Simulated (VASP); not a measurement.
A run of VASP 6.6.1 is set up as follows.

File INCAR:

```
PREC = Accurate ; ENCUT = 600
EDIFF = 1E-7 ; ISMEAR = 0
SIGMA = 0.1 ; LREAL = False
LASPH = True ; NELM = 100
ALGO = Fast ; ISIF = 3
LWAVE = False ; LCHARG = False
GGA = PE ; IBRION = 2
NSW = 90 ; EDIFFG = -0.04
```

The input KPOINTS:

```
regular mesh
0
Gamma
  6 4 4
```

POSCAR

```
Be
1.0
    2.7491526100      0.0000000000      0.0000000000
    0.0000000000      4.4098587100      0.0000000000
    0.0000000000      0.0000000000      4.6512087500
Be
6
Direct
    0.0000000000      0.7611090900      0.2493817000
    0.0000000000      0.2388909100      0.2493817000
    0.5000000000      0.2611090900      0.7506183000
    0.5000000000      0.7388909100      0.7506183000
    0.0000000000      0.0000000000      0.6264761800
    0.5000000000      0.5000000000      0.3735238200
```

Potentials or basis: VASP PAW PBE potentials, release 64 (Be).

The run is started by

```console
$ cat potpaw_PBE.64/Be/POTCAR > POTCAR
$ mpirun -np 1 vasp_std > vasp.out
```

Question: Predict the space group after relaxing (to 0.1 Å).

Answer: Immm (No. 71).

Question: What does it give for the relaxed volume?

Answer: 8.48 Å³/atom.

Question: Estimate the relaxed cell.

Answer: a = 2.265 Å, b = 6.194 Å, c = 3.625 Å, α = 90.00°, β = 90.00°, γ = 90.00°.

Stress tensor (GPa, compression positive):
```
 0.18  0.00  0.00
 0.00 -0.03  0.00
 0.00  0.00 -0.13
```

Caveat: the k points lie up to 0.46 Å⁻¹ apart in the final cell, too coarse for converged energies and pressures of a metal; a cell axis changed by over 15 % at a fixed basis, so the end point is rough.
